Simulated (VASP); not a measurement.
## Se: relaxation of cell and atoms with PBE+D3(BJ)

Se:

```
CELL_PARAMETERS angstrom
4.06815 0.00000 0.00000
-2.03407 3.52312 0.00000
0.00000 0.00000 5.12773
ATOMIC_POSITIONS crystal
Se 0.24735 0.00000 0.33333
Se 0.00000 0.24735 0.66667
Se 0.75265 0.75265 0.00000
```

```
Program                : VASP 6.6.1
Task                   : relaxation of cell and atoms
Functional             : PBE
Dispersion             : D3(BJ)
Potentials or basis    : VASP PAW PBE potentials, release 64 (Se)
Cutoff                 : 600 eV
k mesh                 : 12 × 12 × 8
Occupations            : gaussian, width 0.02 eV
Spin                   : no spin polarisation
Dipole correction      : no
Further INCAR settings : ALGO = Normal; EDIFF = 1e-07; IBRION = 2; EDIFFG = -0.005; NSW = 100; ISIF = 3
```

The relaxed volume is 24.53 Å³/atom. The relaxed cell is a = 4.069 Å, b = 4.069 Å, c = 5.131 Å, α = 90.00°, β = 90.00°, γ = 120.00°, the space group after relaxing (to 0.1 Å) is P3_121 (No. 152) and the energy gained by relaxing is 0.0 meV/atom. The ionic steps are 3, the pressure after relaxing is 0.0 GPa and the largest force after relaxing is 0.004 eV/Å. The band gap on the k mesh is 0.51 eV (least direct gap 0.53 eV) and the dispersion energy per atom is -0.356 eV.

Forces on the atoms (eV/Å):
```
Se   0.004  0.000  0.000
Se  -0.002  0.004  0.000
Se  -0.002 -0.004  0.000
```

Final structure:
```cif
data_structure
_symmetry_space_group_name_H-M 'P 1'
_symmetry_Int_Tables_number 1
_cell_length_a 4.0692
_cell_length_b 4.0692
_cell_length_c 5.1308
_cell_angle_alpha 90.000
_cell_angle_beta 90.000
_cell_angle_gamma 120.000
_cell_volume 73.58
loop_
_atom_site_label
_atom_site_type_symbol
_atom_site_fract_x
_atom_site_fract_y
_atom_site_fract_z
_atom_site_occupancy
Se1 Se 0.24746 0.00000 0.33333 1
Se2 Se 0.00000 0.24746 0.66667 1
Se3 Se 0.75254 0.75254 0.00000 1
```

Levels at points of the mesh, in eV from the valence-band top:
```
           k point  band 6  band 7  band 8  band 9  band 10  band 11  band 12  band 13
(0.00, 0.00, 0.00)   -3.45   -1.87   -1.87   -0.54     1.46     1.46     2.05     6.40
(0.50, 0.00, 0.00)   -3.78   -3.53   -1.47   -0.98     1.47     1.72     4.24     4.48
(0.00, 0.00, 0.50)   -3.10   -1.38   -1.35   -1.35     0.93     0.95     0.95     5.69
(0.50, 0.00, 0.50)   -4.22   -2.40   -1.92   -0.08     1.32     2.50     2.95     6.04
```

Run time: 110 s on 1 thread of Intel(R) Xeon(R) 6975P-C (Granite Rapids) (shared host), peak memory 0.32 GiB.

A k mesh can miss the band edges. PBE gaps usually lie below the measured ones, often by a third to a half.
